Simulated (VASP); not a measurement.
Wanted: the native input for a VASP 6.6.1 run.

```yaml
Task: relaxation of cell and atoms
Functional: PBE
Potentials_or_basis: VASP PAW PBE potentials, release 64 (Nb_sv, P)
Cutoff: 500 eV
k_mesh: 4 × 4 × 4
Occupations: gaussian, width 0.1 eV
Spin: no spin polarisation
Dipole_correction: no
Further_INCAR_settings: ALGO = Normal; EDIFF = 1e-07; IBRION = 2; EDIFFG = -0.04; NSW = 90; ISIF = 3
```

The structure of NbP lies in POSCAR:

```
NbP
1.0
    4.1641325600      0.0000000000      0.0000000000
    0.0000000000      4.1641325600      0.0000000000
    0.0000000000      0.0000000000      5.8889727500
Nb P
2 2
Direct
    0.0000000000      0.5000000000      0.0000000000
    0.5000000000      0.0000000000      0.5000000000
    0.5000000000      0.5000000000      0.2500000000
    0.5000000000      0.5000000000      0.7500000000
```

This cell differs from its parent crystal: atoms taken out.

These files were run (other wordings do the same):

INCAR

```
ALGO = Normal
EDIFF = 1E-7
EDIFFG = -0.04
ENCUT = 500
GGA = PE
GGA_COMPAT = False
IBRION = 2
ISIF = 3
ISMEAR = 0
LASPH = True
LCHARG = False
LREAL = False
LWAVE = False
NELM = 120
NELMIN = 4
NSW = 90
PREC = Accurate
SIGMA = 0.1
```

KPOINTS

```
k-points
0
Gamma
  4 4 4
```

Potentials or basis: VASP PAW PBE potentials, release 64 (Nb_sv, P).

Command:

```sh
$ cat potpaw_PBE.64/Nb_sv/POTCAR potpaw_PBE.64/P/POTCAR > POTCAR
$ mpirun -np 1 vasp_std > vasp.out
```

It gave:

The relaxed volume is 21.57 Å³/atom and the relaxed cell is a = 4.272 Å, b = 4.272 Å, c = 4.729 Å, α = 90.00°, β = 90.00°, γ = 90.00°. The space group after relaxing (to 0.1 Å) is P4_2/mmc (No. 131) and the energy gained by relaxing is 234.4 meV/atom. The ionic steps are 13, the pressure after relaxing is 0.1 GPa and the band gap on the k mesh is zero (bands 18 and 19 overlap by 0.40 eV).

Caveat: the k points lie up to 0.37 Å⁻¹ apart in the final cell; the cell differs from its parent crystal (atoms taken out); the volume moved by over 15 % at a fixed basis, so the end points are rough.

Run time: 5.2 min on 1 thread of Intel(R) Xeon(R) Platinum 8375C CPU @ 2.90GHz (Ice Lake), on a shared host, peak memory 0.22 GiB.
